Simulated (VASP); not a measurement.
**Y: relaxation of cell and atoms with LDA**

Y:

```
CELL_PARAMETERS angstrom
3.29127 0.00000 0.00000
0.00000 3.29127 0.00000
0.00000 0.00000 3.29127
ATOMIC_POSITIONS crystal
Y 0.00000 0.00000 0.00000
```

| Property | Result |
| --- | --- |
| Program | VASP 6.6.1 |
| Task | relaxation of cell and atoms |
| Functional | LDA |
| Potentials or basis | VASP PAW LDA potentials, release 64 (Y_sv) |
| Cutoff | 600 eV |
| k mesh | 10 × 10 × 10 |
| Occupations | fermi-dirac, width 0.1 eV |
| Spin | no spin polarisation |
| Dipole correction | no |
| Further INCAR settings | ALGO = Normal; EDIFF = 1e-07; IBRION = 2; EDIFFG = -0.01; NSW = 80; ISIF = 3 |

```json
{
  "Relaxed volume": "30.88 Å³/atom",
  "Relaxed cell": "a = 3.137 Å, b = 3.137 Å, c = 3.137 Å, α = 90.00°, β = 90.00°, γ = 90.00°",
  "Space group after relaxing (to 0.05 Å)": "Pm-3m (No. 221)",
  "Energy gained by relaxing": "57.0 meV/atom",
  "Ionic steps": "4",
  "Pressure after relaxing": "0.0 GPa"
}
```

The path:
```csv
step,energy change (eV),largest force (eV/Å),pressure (GPa),volume (Å³)
1,0.0000,0.0000,-3.52,35.65
2,-0.0549,0.0000,-0.79,31.76
3,-0.0570,0.0000,-0.06,30.97
4,-0.0570,0.0000,0.03,30.88
```

Final structure:
```xyz
1
Lattice="3.1372 0.0000 0.0000 0.0000 3.1372 0.0000 0.0000 0.0000 3.1372" Properties=species:S:1:pos:R:3 pbc="T T T"
Y     0.0000    0.0000    0.0000
```

Levels at points of the mesh, in eV from the Fermi level:
```csv
k point,band 4,band 5,band 6,band 7,band 8,band 9
"(0.00, 0.00, 0.00)",-22.17,-4.61,-0.80,-0.80,5.86,5.86
"(0.50, 0.00, 0.00)",-22.07,-1.75,0.00,0.31,2.97,2.97
"(0.50, 0.50, 0.00)",-21.98,-2.18,0.20,3.61,3.61,4.19
"(0.50, 0.50, 0.50)",-22.89,-0.79,-0.79,-0.79,5.77,7.89
```

It took 98 s on 1 thread of AMD EPYC 7R13 (shared host), peak memory 0.15 GiB.
